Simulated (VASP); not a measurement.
# Rh (P6_3/mmc) in VASP: further runs

The runs below take Rh through single point, with LDA.

All numbers are computed with VASP 6.6.1; they aren't measurements. Logs are shortened: lines on timing, memory, paths and dates and some standing lists are left out, and cuts for length are marked.

**1. The cell of the first run**

Symmetry: P6_3/mmc, No. 194, hexagonal system. The conventional cell has a = 2.499 Å, b = 2.499 Å, c = 4.024 Å, α = 90.00°, β = 90.00°, γ = 120.00°. Rh (site symmetry -6m2) has 12 Rh at 2.48 to 2.50 Å within 3.3 Å.

**2. Single point, LDA, collinear spin, ferromagnetic start**

Input file INCAR:

```
SYSTEM = Rh
  PREC = Accurate
  ENCUT = 520
  EDIFF = 1E-7
  ISMEAR = 0
  SIGMA = 0.15
  LREAL = .False.
  LASPH = .True.
  NELM = 150
  ALGO = Fast
  ISIF = 2
  LWAVE = .False.
  LCHARG = .True.
  ISPIN = 2
  MAGMOM = 0.75 0.75
  LORBIT = 11
  NUPDOWN = 1.5
  LMAXMIX = 4
  GGA = CA
  LELF = .True.
  LVHAR = .True.
  NBANDS = 26
```

Input file KPOINTS:

```
regular mesh
0
Gamma
  21 21 12
  0 0 0
```

Input file POSCAR:

```
Rh
1.0
    2.4993152817      0.0000000000      0.0000000000
   -1.2496576408      2.1644705261      0.0000000000
    0.0000000000      0.0000000000      4.0242569993
Rh
2
Direct
    0.6666666667      0.3333333333      0.7500000000
    0.3333333333      0.6666666667      0.2500000000
```

Potentials or basis: VASP PAW LDA potentials, release 64 (Rh_pv).

Launch:

```console
$ cat potpaw_LDA.64/Rh_pv/POTCAR > POTCAR
$ mpirun -np 1 vasp_std > vasp.out
```

OUTCAR:

```text
SYSTEM = Rh
   PREC = Accurate
   ENCUT = 520
   EDIFF = 1E-7
   ISMEAR = 0
   LREAL = .False.
   LASPH = .True.
   NELM = 150
   ISIF = 2
   ISPIN = 2
   LORBIT = 11
   NUPDOWN = 1.5
   GGA = CA

 ion  position               nearest neighbor table
   1  0.667  0.333  0.750-   2 2.48   2 2.48   2 2.48   2 2.48   2 2.48   2 2.48
   2  0.333  0.667  0.250-   1 2.48   1 2.48   1 2.48   1 2.48   1 2.48   1 2.48

  LATTYP: Found a hexagonal cell.
 ALAT       =     2.4993152817
 C/A-ratio  =     1.6101437977

  Lattice vectors:

 A1 = (   2.4993152817,   0.0000000000,   0.0000000000)
 A2 = (  -1.2496576408,   2.1644705261,   0.0000000000)
 A3 = (   0.0000000000,   0.0000000000,   4.0242569993)

Analysis of symmetry for initial positions (statically):
=====================================================================
 Subroutine PRICEL returns:
 Original cell was already a primitive cell.

 Routine SETGRP: Setting up the symmetry group for a
 hexagonal supercell.

 Subroutine GETGRP returns: Found 24 space group operations
 (whereof 12 operations were pure point group operations)
 out of a pool of 24 trial point group operations.

The static configuration has the point symmetry D_3d.
 The point group associated with its full space group is D_6h.

Analysis of symmetry for dynamics (positions and initial velocities):
=====================================================================
 Subroutine PRICEL returns:
 Original cell was already a primitive cell.

 Routine SETGRP: Setting up the symmetry group for a
 hexagonal supercell.

 Subroutine GETGRP returns: Found 24 space group operations
 (whereof 12 operations were pure point group operations)
 out of a pool of 24 trial point group operations.

The dynamic configuration has the point symmetry D_3d.
 The point group associated with its full space group is D_6h.

Analysis of structural, dynamic, and magnetic symmetry:
=====================================================================
 Subroutine PRICEL returns:
 Original cell was already a primitive cell.

 Routine SETGRP: Setting up the symmetry group for a
 hexagonal supercell.

 Subroutine GETGRP returns: Found 24 space group operations
 (whereof 12 operations were pure point group operations)
 out of a pool of 24 trial point group operations.

The overall configuration has the point symmetry D_3d.
 The point group associated with its full space group is D_6h.

 Subroutine INISYM returns: Found 24 space group operations
 (whereof 12 operations are pure point group operations),
 and found     1 'primitive' translations

----------------------------------------------------------------------------------------

                                     Primitive cell

  volume of cell :      21.7700

  direct lattice vectors                    reciprocal lattice vectors
     2.499315282  0.000000000  0.000000000     0.400109585  0.231003377  0.000000000
    -1.249657641  2.164470526  0.000000000     0.000000000  0.462006753  0.000000000
     0.000000000  0.000000000  4.024256999     0.000000000  0.000000000  0.248493076

  length of vectors
     2.499315282  2.499315282  4.024256999     0.462006753  0.462006753  0.248493076

  position of ions in fractional coordinates (direct lattice)
     0.666666667  0.333333333  0.750000000
     0.333333333  0.666666667  0.250000000

  ion indices of the primitive-cell ions
   primitive index   ion index
                 1           1
                 2           2

----------------------------------------------------------------------------------------

 KPOINTS: regular mesh

Automatic generation of k-mesh.
 Grid dimensions read from file:
 generate k-points for:   21   21   12

 Generating k-lattice:

  Cartesian coordinates                     Fractional coordinates (reciprocal lattice)
     0.019052837  0.011000161  0.000000000     0.047619048  0.000000000  0.000000000
     0.000000000  0.022000322  0.000000000     0.000000000  0.047619048  0.000000000
     0.000000000  0.000000000  0.020707756     0.000000000  0.000000000  0.083333333

  Length of vectors
     0.022000322  0.022000322  0.020707756

  Shift w.r.t. Gamma in fractional coordinates (k-lattice)
     0.000000000  0.000000000  0.000000000

 Subroutine IBZKPT returns following result:
 ===========================================

 Found    336 irreducible k-points:

 Following reciprocal coordinates:
            Coordinates               Weight
  0.000000  0.000000  0.000000      1.000000
  0.047619  0.000000  0.000000      6.000000
  0.095238 -0.000000  0.000000      6.000000
  0.142857 -0.000000  0.000000      6.000000
  0.190476 -0.000000  0.000000      6.000000
  0.238095  0.000000  0.000000      6.000000
[... 16 lines left out ...]
  0.142857  0.095238  0.000000     12.000000
  0.190476  0.095238  0.000000     12.000000
 [... further k-points ...]
   k-points           NKPTS =    336   k-points in BZ     NKDIM =    336   number of bands    NBANDS=     26
   number of dos      NEDOS =    301   number of ions     NIONS =      2
   total plane-waves  NPLWV =  12000
   dimension x,y,z NGX =    20 NGY =   20 NGZ =   30
   dimension x,y,z NGXF=    40 NGYF=   40 NGZF=   60
   ions per type =               2
   NGX,Y,Z   is equivalent  to a cutoff of  13.30, 13.30, 12.39 a.u.
   NGXF,Y,Z  is equivalent  to a cutoff of  26.61, 26.61, 24.79 a.u.
 SYSTEM =  Rh
   PREC   = accura    normal or accurate (medium, high low for compatibility)
   ISTART =      0    job   : 0-new  1-cont  2-samecut
   ICHARG =      2    charge: 1-file 2-atom 10-const
   ISPIN  =      2    spin polarized calculation?
   LNONCOLLINEAR =      F non collinear calculations
   LSORBIT =      F    spin-orbit coupling
   LASPH  =      T    aspherical Exc in radial PAW
   ENCUT  =  520.0 eV  38.22 Ry    6.18 a.u.   4.65  4.65  7.48*2*pi/ulx,y,z
   NELM   =    150;   NELMIN=  2; NELMDL= -5     # of ELM steps
   EDIFF  = 0.1E-06   stopping-criterion for ELM
   LREAL  =      F    real-space projection
   EDIFFG = 0.1E-05   stopping-criterion for IOM
   NSW    =      0    number of steps for IOM
   IBRION =     -1    ionic relax: 0-MD 1-quasi-New 2-CG
   NFREE  =      0    steps in history (QN), initial steepest desc. (CG)
   ISIF   =      2    stress and relaxation
   ISYM   =      2    0-nonsym 1-usesym 2-fastsym
   POTIM  = 0.5000    time-step for ionic-motion
   TEBEG  =    0.0;   TEEND  =   0.0 temperature during run
   PSTRESS=    0.0 pullay stress
   NELECT =      30.0000    total number of electrons
   NUPDOWN=       1.5000    fix difference up-down
   EMIN   =  10.00;   EMAX   =-10.00  energy-range for DOS
   EFERMI =   0.00;   METHOD = LEGACY
   ISMEAR =     0;   SIGMA  =   0.15  broadening in eV -4-tet -1-fermi 0-gaus
   EFERMI_NEDOS =   21; number of points for ismear=-14 and -15
   IALGO  =     68    algorithm
   IMIX   =      4    mixing-type and parameters
     AMIX     =   0.40;   BMIX     =  1.00
     AMIX_MAG =   1.60;   BMIX_MAG =  1.00
  volume/ion in A,a.u.               =      10.89        73.46
  Fermi-wavevector in a.u.,A,eV,Ry     =   1.821779  3.442664 45.156103  3.318880
  Thomas-Fermi vector in A             =   2.878073
   LORBIT       =     11    0 simple, 1 ext, 2 COOP (PROOUT), +10 PAW based schemes
   GGA     = CA    functional components
   LHFCALC =     F    Hartree Fock is set to
   AEXX    =    0.0000 exact exchange contribution
   IVDW    =     0    specifies the selected vdW correction
   LEPSILON=     F    determine dielectric tensor
   LRPA    =     F    only Hartree local field effects (RPA)
 spin polarized calculation
 RMM-DIIS sequential band-by-band and
 Gauss-broadening in eV      SIGMA  =   0.15
  energy-cutoff  :      520.00
  volume of cell :       21.77
 maximum number of plane-waves:       602
 NGX is ok and might be reduce to    20
   NGX =  9   NGY =  9   NGZ = 15

 number of electron      29.9999998 magnetization       1.5000000

 Free energy of the ion-electron system (eV)
  ---------------------------------------------------
  ext. energy  EPLUGINS =         0.00000000
  ---------------------------------------------------
  free energy    TOTEN  =       -15.67024629 eV

  energy without entropy =      -15.64531270  energy(sigma->0) =      -15.65777949

 E-fermi :  16.1865     XC(G=0): -15.8805

 val. band max:       17.0848709482   @ k =   0.2381   0.0000   0.1667
 cond. band min:      16.2022911042   @ k =   0.2857   0.0000   0.4167
 fundamental gap:     -0.8825798440
 Fermi energy:        17.0851284228

 spin component 1

 k-point     1 :       0.0000    0.0000    0.0000
  band No.  band energies     occupation
      1     -31.8386      1.00000
      2     -30.4196      1.00000
      3     -30.4196      1.00000
      4     -30.1886      1.00000
      5     -30.1886      1.00000
      6     -30.1667      1.00000
[... 18 lines left out ...]
     25      41.6040      0.00000
     26      41.6393      0.00000
[... 644 lines left out ...]
      4     -30.5769      1.00000
      5     -30.3244      1.00000
      6     -30.3042      1.00000
[... 18 lines left out ...]
     25      37.1659      0.00000
     26      38.6605      0.00000

 [... further k-points ...]

 spin component 2

 k-point     1 :       0.0000    0.0000    0.0000
  band No.  band energies     occupation
      1     -31.2963      1.00000
      2     -29.8751      1.00000
      3     -29.8751      1.00000
      4     -29.6422      1.00000
      5     -29.6422      1.00000
      6     -29.6045      1.00000
[... 18 lines left out ...]
     25      41.8398      0.00000
     26      41.8630      0.00000
[... 644 lines left out ...]
      4     -30.0343      1.00000
      5     -29.7793      1.00000
      6     -29.7433      1.00000
[... 18 lines left out ...]
     25      37.3868      0.00000
     26      38.8892      0.00000

 [... further k-points ...]

------------------------ aborting loop because EDIFF is reached ----------------------------------------

  FORCE on cell =-STRESS in cart. coord.  units (eV):
  Direction    XX          YY          ZZ          XY          YZ          ZX
  --------------------------------------------------------------------------------------
  -------------------------------------------------------------------------------------
  Total       14.8577153     14.8577153     15.4032559      0.0000000      0.0000000      0.0000000
  in kB     1093.4632385   1093.4632386   1133.6126487      0.0000000      0.0000000      0.0000000
  external PRESSURE =    1106.8463753 kB  Pullay stress =       0.0000000 kB

 VOLUME and BASIS-vectors are now :
 -----------------------------------------------------------------------------
  energy-cutoff  :      520.00
  volume of cell :       21.77
      direct lattice vectors                 reciprocal lattice vectors
     2.499315282  0.000000000  0.000000000     0.400109585  0.231003377  0.000000000
    -1.249657641  2.164470526  0.000000000     0.000000000  0.462006753  0.000000000
     0.000000000  0.000000000  4.024256999     0.000000000  0.000000000  0.248493076

 POSITION                                       TOTAL-FORCE (eV/Angst)
 -----------------------------------------------------------------------------------
      1.24966      0.72149      3.01819         0.000000      0.000000      0.000000
     -0.00000      1.44298      1.00606        -0.000000     -0.000000      0.000000
 -----------------------------------------------------------------------------------
    total drift:                               -0.000000      0.000000     -0.000000

  FREE ENERGIE OF THE ION-ELECTRON SYSTEM (eV)
  ---------------------------------------------------
  free  energy   TOTEN  =       -15.6702462908 eV

  energy  without entropy=      -15.6453126952  energy(sigma->0) =      -15.65777949

 total charge

# of ion       s       p       d       tot
------------------------------------------
    1        0.526   6.487   7.349  14.363
    2        0.526   6.487   7.349  14.363
--------------------------------------------------
tot          1.053  12.974  14.699  28.725

 magnetization (x)

# of ion       s       p       d       tot
------------------------------------------
    1        0.003   0.010   0.715   0.729
    2        0.003   0.010   0.715   0.729
--------------------------------------------------
tot          0.007   0.021   1.431   1.458
```

Run time: 3.4 min. Hardware: 1 thread of AMD EPYC 9R45 (Zen 5), shared host; peak memory 0.3 GiB.

Results:

```yaml
Free_energy: -15.6702 eV
Pressure: 110.7 GPa
Net_moment: 1.50 μB per cell
Site_moments: Rh +0.73 μB
Valence_electrons_inside_the_program's_atomic_spheres: Rh 14.36
```

Caveat: the total moment is fixed, so each spin has its own Fermi level.

**3. Single point, LDA, collinear spin, ferromagnetic start**

Input file INCAR:

```
SYSTEM = Rh
  PREC = Accurate
  ENCUT = 520
  EDIFF = 1E-7
  ISMEAR = 0
  SIGMA = 0.15
  LREAL = .FALSE.
  LASPH = .TRUE.
  NELM = 150
  ALGO = Fast
  ISIF = 2
  LWAVE = .FALSE.
  LCHARG = .FALSE.
  ISPIN = 2
  MAGMOM = 0.375 0.375
  LORBIT = 11
  NUPDOWN = 0.75
  LMAXMIX = 4
  GGA = CA
  NBANDS = 26
```

Input file KPOINTS:

```
Automatic mesh
0
G
  21 21 12
  0 0 0
```

POSCAR is that of step 2.

Potentials or basis: VASP PAW LDA potentials, release 64 (Rh_pv).

Launch:

```console
$ cat potpaw_LDA.64/Rh_pv/POTCAR > POTCAR
$ mpirun -np 1 vasp_std > vasp.out
```

It took 2.7 min on 1 thread of Intel Xeon 6975P-C (Granite Rapids), shared host; peak memory 0.33 GiB.

The run converged. Its results:

* Free energy: -15.9174 eV
* Pressure: 106.1 GPa
* Net moment: 0.75 μB per cell
* Site moments: Rh +0.36 μB
* Valence electrons inside the program's atomic spheres: Rh 14.36

Stress tensor (GPa, compression positive):
```
104.85   0.00   0.00
  0.00 104.85   0.00
  0.00   0.00 108.69
```

Caveat: the total moment is fixed, so each spin has its own Fermi level.

**4. Single point, LDA, collinear spin, ferromagnetic start**

Input file INCAR:

```
PREC     = Accurate       # precision mode
ENCUT    = 520            # plane-wave cutoff, eV
EDIFF    = 1E-6           # SCF threshold, eV
ISMEAR   = 0              # smearing method
SIGMA    = 0.15           # smearing width, eV
LREAL    = F              # projectors in reciprocal space
LASPH    = T              # aspherical terms in the spheres
NELM     = 150            # most SCF steps
ALGO     = Normal         # electronic algorithm
ISIF     = 2              # what is computed and relaxed
LWAVE    = F              # write WAVECAR
LCHARG   = F              # write CHGCAR
ISPIN    = 2              # spin polarisation
MAGMOM   = 0.5 0.5        # initial moments
LORBIT   = 11             # projections on sites
NUPDOWN  = 1.0            # fixed moment
LMAXMIX  = 4              # l up to which the mixer works
NBANDS   = 26             # bands
```

Input file KPOINTS:

```
Automatic mesh
0
Gamma
  21 21 12
```

POSCAR is that of step 3.

Potentials or basis: VASP PAW LDA potentials, release 64 (Rh_pv).

Launch:

```console
$ cat potpaw_LDA.64/Rh_pv/POTCAR > POTCAR
$ mpirun -np 1 vasp_std > vasp.out
```

OUTCAR:

```text
PREC = Accurate
   ENCUT = 520
   EDIFF = 1E-6
   ISMEAR = 0
   LREAL = F
   LASPH = T
   NELM = 150
   ISIF = 2
   ISPIN = 2
   LORBIT = 11
   NUPDOWN = 1.0

 ion  position               nearest neighbor table
   1  0.667  0.333  0.750-   2 2.48   2 2.48   2 2.48   2 2.48   2 2.48   2 2.48
   2  0.333  0.667  0.250-   1 2.48   1 2.48   1 2.48   1 2.48   1 2.48   1 2.48

  LATTYP: Found a hexagonal cell.
 ALAT       =     2.4993152817
 C/A-ratio  =     1.6101437977

  Lattice vectors:

 A1 = (   2.4993152817,   0.0000000000,   0.0000000000)
 A2 = (  -1.2496576408,   2.1644705261,   0.0000000000)
 A3 = (   0.0000000000,   0.0000000000,   4.0242569993)

Analysis of symmetry for initial positions (statically):
=====================================================================
 Subroutine PRICEL returns:
 Original cell was already a primitive cell.

 Routine SETGRP: Setting up the symmetry group for a
 hexagonal supercell.

 Subroutine GETGRP returns: Found 24 space group operations
[... 885 lines left out ...]
     25      37.2004      0.00000
     26      38.6991      0.00000

 [... further k-points ...]

 spin component 2

 k-point     1 :       0.0000    0.0000    0.0000
  band No.  band energies     occupation
      1     -31.4188      1.00000
      2     -29.9905      1.00000
      3     -29.9905      1.00000
      4     -29.7580      1.00000
      5     -29.7580      1.00000
      6     -29.7327      1.00000
[... 685 lines left out ...]
     25      37.3471      0.00000
     26      38.8498      0.00000

 [... further k-points ...]
[... 5 lines left out ...]
  --------------------------------------------------------------------------------------
  -------------------------------------------------------------------------------------
  Total       14.4028867     14.4028867     14.9342625      0.0000000     -0.0000000     -0.0000000
  in kB     1059.9898267   1059.9898267   1099.0967769      0.0000000     -0.0000000     -0.0000000
  external PRESSURE =    1073.0254768 kB  Pullay stress =       0.0000000 kB

 VOLUME and BASIS-vectors are now :
 -----------------------------------------------------------------------------
  energy-cutoff  :      520.00
  volume of cell :       21.77
      direct lattice vectors                 reciprocal lattice vectors
     2.499315282  0.000000000  0.000000000     0.400109585  0.231003377  0.000000000
    -1.249657641  2.164470526  0.000000000     0.000000000  0.462006753  0.000000000
     0.000000000  0.000000000  4.024256999     0.000000000  0.000000000  0.248493076

 POSITION                                       TOTAL-FORCE (eV/Angst)
 -----------------------------------------------------------------------------------
      1.24966      0.72149      3.01819        -0.000000      0.000000      0.000000
     -0.00000      1.44298      1.00606         0.000000     -0.000000      0.000000
 -----------------------------------------------------------------------------------
    total drift:                               -0.000000      0.000000     -0.000000

  FREE ENERGIE OF THE ION-ELECTRON SYSTEM (eV)
  ---------------------------------------------------
  free  energy   TOTEN  =       -15.8537992774 eV

  energy  without entropy=      -15.8282994580  energy(sigma->0) =      -15.84104937

 total charge

# of ion       s       p       d       tot
------------------------------------------
    1        0.526   6.489   7.345  14.360
    2        0.526   6.489   7.345  14.360
--------------------------------------------------
tot          1.052  12.978  14.690  28.721

 magnetization (x)

# of ion       s       p       d       tot
------------------------------------------
    1        0.002   0.006   0.478   0.486
    2        0.002   0.006   0.478   0.486
--------------------------------------------------
tot          0.004   0.012   0.956   0.972
```

stdout:

```text
POSCAR found type information on POSCAR Rh
 POSCAR found :  1 types and       2 ions
 scaLAPACK will be used
 LDA part: xc-table for (Slater(with rela. corr.)+CA(PZ))
 , standard interpolation
 POSCAR, INCAR and KPOINTS ok, starting setup
 FFT: planning ... GRIDC
 FFT: planning ... GRID_SOFT
 FFT: planning ... GRID
 WAVECAR not read
 entering main loop
```

Wall time 3 min (1 thread of Intel Xeon Platinum 8488C (Sapphire Rapids), shared host); peak memory 0.33 GiB.

What came out:

```
Free energy                                           : -15.8538 eV
Pressure                                              : 107.3 GPa
Net moment                                            : 1.00 μB per cell
Site moments                                          : Rh +0.49 μB
Valence electrons inside the program's atomic spheres : Rh 14.36
```

Stress tensor (GPa, compression positive):
```
106.00   0.00   0.00
  0.00 106.00   0.00
  0.00   0.00 109.91
```

Caveat: the total moment is fixed, so each spin has its own Fermi level.

[end of part 1 of 2]
